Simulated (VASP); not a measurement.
# BN (Qingsongite) (F-43m) in VASP: single point with PBE

Aim: the single point of BN (Qingsongite) with PBE.

All numbers are computed with VASP 6.6.1; they aren't measurements. Logs are shortened: lines on timing, memory, paths and dates and some standing lists are left out, and cuts for length are marked.

### 1 The cell of the first run

The structure is cubic, space group F-43m (No. 216). Conventional cell: a = 3.615 Å, b = 3.615 Å, c = 3.615 Å, α = 90.00°, β = 90.00°, γ = 90.00°. Within 2.1 Å of B (site symmetry -43m) lie 4 N at 1.57 Å. Within 2.1 Å of N (site symmetry -43m) lie 4 B at 1.57 Å.

### 2 Single point, PBE

INCAR

```
ALGO = Normal
EDIFF = 1E-6
ENCUT = 520
GGA = PE
ISIF = 2
ISMEAR = 1
LASPH = True
LCHARG = False
LREAL = False
LWAVE = False
NBANDS = 11
NELM = 100
PREC = Accurate
SIGMA = 0.05
```

KPOINTS

```
k-points
0
Gamma
  9 9 9
```

POSCAR

```
BN
1.0
    0.0000000000      1.8075000000      1.8075000000
    1.8075000000      0.0000000000      1.8075000000
    1.8075000000      1.8075000000      0.0000000000
B N
1 1
Direct
    0.0000000000      0.0000000000      0.0000000000
    0.2500000000      0.2500000000      0.2500000000
```

Potentials or basis: VASP PAW PBE potentials, release 64 (B, N).

The run is started by

```bash
> cat potpaw_PBE.64/B/POTCAR potpaw_PBE.64/N/POTCAR > POTCAR
> mpirun -np 1 vasp_std > vasp.out
```

OUTCAR:

```text
EDIFF = 1E-6
   ENCUT = 520
   GGA = PE
   ISIF = 2
   ISMEAR = 1
   LASPH = True
   LREAL = False
   NELM = 100
   PREC = Accurate

 ion  position               nearest neighbor table
   1  0.000  0.000  0.000-   2 1.57   2 1.57   2 1.57   2 1.57
   2  0.250  0.250  0.250-   1 1.57   1 1.57   1 1.57   1 1.57

  LATTYP: Found a face centered cubic cell.
 ALAT       =     3.6150000000

  Lattice vectors:

 A1 = (   0.0000000000,   1.8075000000,   1.8075000000)
 A2 = (   1.8075000000,   0.0000000000,   1.8075000000)
 A3 = (   1.8075000000,   1.8075000000,   0.0000000000)

Analysis of symmetry for initial positions (statically):
=====================================================================
 Subroutine PRICEL returns:
 Original cell was already a primitive cell.

 Routine SETGRP: Setting up the symmetry group for a
 face centered cubic supercell.

 Subroutine GETGRP returns: Found 24 space group operations
 (whereof 24 operations were pure point group operations)
 out of a pool of 48 trial point group operations.

The static configuration has the point symmetry T_d .

Analysis of symmetry for dynamics (positions and initial velocities):
=====================================================================
 Subroutine PRICEL returns:
 Original cell was already a primitive cell.

 Routine SETGRP: Setting up the symmetry group for a
 face centered cubic supercell.

 Subroutine GETGRP returns: Found 24 space group operations
 (whereof 24 operations were pure point group operations)
 out of a pool of 48 trial point group operations.

The dynamic configuration has the point symmetry T_d .

 Subroutine INISYM returns: Found 24 space group operations
 (whereof 24 operations are pure point group operations),
 and found     1 'primitive' translations

----------------------------------------------------------------------------------------

                                     Primitive cell

  volume of cell :      11.8104

  direct lattice vectors                    reciprocal lattice vectors
     0.000000000  1.807500000  1.807500000    -0.276625173  0.276625173  0.276625173
     1.807500000  0.000000000  1.807500000     0.276625173 -0.276625173  0.276625173
     1.807500000  1.807500000  0.000000000     0.276625173  0.276625173 -0.276625173

  length of vectors
     2.556191014  2.556191014  2.556191014     0.479128854  0.479128854  0.479128854

  position of ions in fractional coordinates (direct lattice)
     0.000000000  0.000000000  0.000000000
[... 80 lines left out ...]
   EDIFFG = 0.1E-04   stopping-criterion for IOM
   NSW    =      0    number of steps for IOM
   IBRION =     -1    ionic relax: 0-MD 1-quasi-New 2-CG
   NFREE  =      0    steps in history (QN), initial steepest desc. (CG)
   ISIF   =      2    stress and relaxation
   ISYM   =      2    0-nonsym 1-usesym 2-fastsym
   POTIM  = 0.5000    time-step for ionic-motion
   TEBEG  =    0.0;   TEEND  =   0.0 temperature during run
   PSTRESS=    0.0 pullay stress
   NELECT =       8.0000    total number of electrons
   NUPDOWN=      -1.0000    fix difference up-down
   EMIN   =  10.00;   EMAX   =-10.00  energy-range for DOS
   EFERMI =   0.00;   METHOD = LEGACY
   ISMEAR =     1;   SIGMA  =   0.05  broadening in eV -4-tet -1-fermi 0-gaus
   EFERMI_NEDOS =   21; number of points for ismear=-14 and -15
   IALGO  =     38    algorithm
   IMIX   =      4    mixing-type and parameters
     AMIX     =   0.40;   BMIX     =  1.00
     AMIX_MAG =   1.60;   BMIX_MAG =  1.00
  volume/ion in A,a.u.               =       5.91        39.85
  Fermi-wavevector in a.u.,A,eV,Ry     =   1.437749  2.716952 28.124920  2.067123
  Thomas-Fermi vector in A             =   2.556793
   LORBIT       =      0    0 simple, 1 ext, 2 COOP (PROOUT), +10 PAW based schemes
   GGA     = PE    functional components
   LHFCALC =     F    Hartree Fock is set to
   AEXX    =    0.0000 exact exchange contribution
   IVDW    =     0    specifies the selected vdW correction
   LEPSILON=     F    determine dielectric tensor
   LRPA    =     F    only Hartree local field effects (RPA)
 non-spin polarized calculation
 Methfessel and Paxton  Order N= 1 SIGMA  =   0.05
  energy-cutoff  :      520.00
  volume of cell :       11.81
 maximum number of plane-waves:       331
   NGX =  9   NGY =  9   NGZ =  9

 number of electron       7.9999999 magnetization

 Free energy of the ion-electron system (eV)
  ---------------------------------------------------
  ext. energy  EPLUGINS =         0.00000000
  ---------------------------------------------------
  free energy    TOTEN  =       -17.44974598 eV

  energy without entropy =      -17.44975791  energy(sigma->0) =      -17.44974995

 E-fermi :   7.4451     XC(G=0): -12.8220

 val. band max:        7.4029719257   @ k =   0.0000   0.0000   0.0000
 cond. band min:      12.0167357296   @ k =   0.4444   0.4444   0.0000
 fundamental gap:      4.6137638039
 Fermi energy:         7.4450656439

 k-point     1 :       0.0000    0.0000    0.0000
  band No.  band energies     occupation
      1     -12.8277      2.00000
      2       7.4030      2.00000
      3       7.4030      2.00000
      4       7.4030      2.00000
      5      16.2228      0.00000
      6      16.2228      0.00000
      7      16.2228      0.00000
      8      17.7523      0.00000
      9      32.1552      0.00000
     10      35.1714      0.00000
     11      35.1714      0.00000
[... 309 lines left out ...]
 k-point    24 :       0.4444    0.4444    0.0000
  band No.  band energies     occupation
      1      -7.6166      2.00000
      2      -1.0654      2.00000
      3       2.5981      2.00000
      4       2.5981      2.00000
      5      12.0167      0.00000
      6      16.7463      0.00000
      7      25.0073      0.00000
      8      25.0073      0.00000
      9      27.9828      0.00000
     10      34.6860      0.00000
     11      41.4034      0.00000

 [... further k-points ...]
[... 5 lines left out ...]
  --------------------------------------------------------------------------------------
  -------------------------------------------------------------------------------------
  Total        0.2431476      0.2431476      0.2431476      0.0000000      0.0000000      0.0000000
  in kB       32.9849404     32.9849404     32.9849404      0.0000000      0.0000000      0.0000000
  external PRESSURE =      32.9849404 kB  Pullay stress =       0.0000000 kB

 VOLUME and BASIS-vectors are now :
 -----------------------------------------------------------------------------
  energy-cutoff  :      520.00
  volume of cell :       11.81
      direct lattice vectors                 reciprocal lattice vectors
     0.000000000  1.807500000  1.807500000    -0.276625173  0.276625173  0.276625173
     1.807500000  0.000000000  1.807500000     0.276625173 -0.276625173  0.276625173
     1.807500000  1.807500000  0.000000000     0.276625173  0.276625173 -0.276625173

 POSITION                                       TOTAL-FORCE (eV/Angst)
 -----------------------------------------------------------------------------------
      0.00000      0.00000      0.00000         0.000000      0.000000      0.000000
      0.90375      0.90375      0.90375        -0.000000     -0.000000     -0.000000
 -----------------------------------------------------------------------------------
    total drift:                                0.000000      0.000000      0.000000

  FREE ENERGIE OF THE ION-ELECTRON SYSTEM (eV)
  ---------------------------------------------------
  free  energy   TOTEN  =       -17.4497459767 eV

  energy  without entropy=      -17.4497579066  energy(sigma->0) =      -17.44974995
```

OSZICAR:

```text
N       E                     dE             d eps       ncg     rms          rms(c)
DAV:   1     0.102653680430E+02    0.10265E+02   -0.51529E+03   794   0.725E+02
DAV:   2    -0.179239349090E+02   -0.28189E+02   -0.27613E+02   940   0.167E+02
DAV:   3    -0.184142661482E+02   -0.49033E+00   -0.48931E+00   905   0.185E+01
DAV:   4    -0.184149067860E+02   -0.64064E-03   -0.62870E-03   833   0.718E-01
DAV:   5    -0.184149073695E+02   -0.58354E-06   -0.58359E-06   881   0.219E-02    0.670E+00
DAV:   6    -0.175357936357E+02    0.87911E+00   -0.29355E+00   803   0.990E+00    0.327E+00
DAV:   7    -0.174637951820E+02    0.71998E-01   -0.10403E-01   875   0.266E+00    0.192E+00
DAV:   8    -0.174494765375E+02    0.14319E-01   -0.35598E-02   865   0.137E+00    0.192E-01
DAV:   9    -0.174496536056E+02   -0.17707E-03   -0.96714E-04   815   0.258E-01    0.836E-02
DAV:  10    -0.174497406979E+02   -0.87092E-04   -0.12206E-04   826   0.943E-02    0.151E-02
DAV:  11    -0.174497459569E+02   -0.52589E-05   -0.93083E-06   905   0.250E-02    0.106E-02
DAV:  12    -0.174497459767E+02   -0.19844E-07   -0.15770E-06   463   0.865E-03
   1 F= -.17449746E+02 E0= -.17449750E+02  d E =0.119298E-04
```

stdout:

```text
POSCAR found type information on POSCAR B N
 POSCAR found :  2 types and       2 ions
 scaLAPACK will be used
 LDA part: xc-table for (Slater+PW92), standard interpolation
 POSCAR, INCAR and KPOINTS ok, starting setup
 FFT: planning ... GRIDC
 FFT: planning ... GRID_SOFT
 FFT: planning ... GRID
 WAVECAR not read
 entering main loop
```

Wall time 7.5 s (1 thread of AMD EPYC 7R13, shared host); peak memory 0.09 GiB.

Results:

| Item | Value |
| --- | --- |
| Free energy | -17.4497 eV |
| Pressure | 3.3 GPa |
| Band gap on the k mesh | 4.61 eV, indirect (least direct gap 8.82 eV) |

A k mesh can miss the band edges. Expect the measured gap to be larger: semilocal functionals such as PBE lack the derivative discontinuity.
